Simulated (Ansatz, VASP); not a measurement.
**Ta2Ru in VASP and in Ansatz**

```
CELL_PARAMETERS angstrom
0.00000 3.08222 3.08222
3.08222 0.00000 3.08222
3.08222 3.08222 0.00000
ATOMIC_POSITIONS crystal
Ta 0.25000 0.25000 0.25000
Ta 0.75000 0.75000 0.75000
Ru 0.00000 0.00000 0.00000
```

Alike in both runs: functional PBE; k mesh 14 × 14 × 14; occupations gaussian, width 0.1 eV; no spin polarisation.

Ansatz relaxed the structure, and its values are those at the end. VASP's run is a single point on that final structure, the one shown.

|  | VASP | Ansatz |
| --- | --- | --- |
| version | VASP 6.6.1 | Ansatz 0.2.0 |
| potentials or method | VASP PAW PBE potentials, release 64 (Ta_pv, Ru_pv), cutoff 520 eV | scalar-relativistic, plane waves, PAW |
| valence electrons in the cell | 36 | 42 |

```csv
,VASP,Ansatz,Ansatz less VASP
gap on the k mesh at the Fermi level (eV),none,none,-
pressure (GPa),0.0,0.0,-0.01
```

A gap of «none» marks a metal or a gap that the smearing closes. VASP's potentials hold 36 valence electrons a cell and Ansatz's 42, so a difference there can come from the potentials and not from the codes.

Spin-orbit coupling is off throughout.
